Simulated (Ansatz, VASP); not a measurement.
# C: VASP beside Ansatz

```xyz
15
Lattice="0.0000 3.5538 -3.5538 -3.5538 0.0000 -3.5538 -3.5538 3.5538 0.0000" Properties=species:S:1:pos:R:3 pbc="T T T"
C    -3.5538    1.7769   -3.5538
C    -1.7769    3.5538   -3.5538
C    -1.7769    1.7769   -1.7769
C    -5.3307    5.3307   -5.3307
C    -5.3307    3.5538   -3.5538
C    -3.5538    5.3307   -3.5538
C    -3.5538    3.5538   -1.7769
C    -2.6653    4.4422   -4.4422
C    -2.6653    2.6653   -2.6653
C    -4.3312    4.3312   -6.1081
C    -4.4422    2.6653   -4.4422
C    -4.4422    6.2191   -4.4422
C    -4.4422    4.4422   -2.6653
C    -6.2191    6.2191   -6.2191
C    -6.2191    4.4422   -4.4422
```

Change from the starting cell: C vacancy; atom 10 moved 0.125 of the way to it and +0.000 Å across, host rigid.

Alike in both runs: task single point; functional PBEsol; k mesh 6 × 6 × 6; occupations gaussian, width 0.05 eV; no spin polarisation.

```csv
,VASP,Ansatz
version,VASP 6.6.1,Ansatz 0.2.0
potentials or method,"VASP PAW PBE potentials, release 64 (C), cutoff 520 eV","scalar-relativistic, plane waves, PAW"
valence electrons in the cell,60,60
```

```csv
,VASP,Ansatz,Ansatz less VASP
gap on the k mesh at the Fermi level (eV),none,none,-
pressure (GPa),-8.2,-9.3,-1.04
"traceless stress, the component that is largest in VASP (GPa)",3.94,3.96,+0.013
rms of the force components (eV/Å),1.289,1.299,+0.0101
```

VASP's potentials were made for PBE, not for PBEsol, and Ansatz warns of the same on its side. Atom by atom the forces differ by 0.012 eV/Å (rms over components). A gap of «none» marks a metal or a gap that the smearing closes.
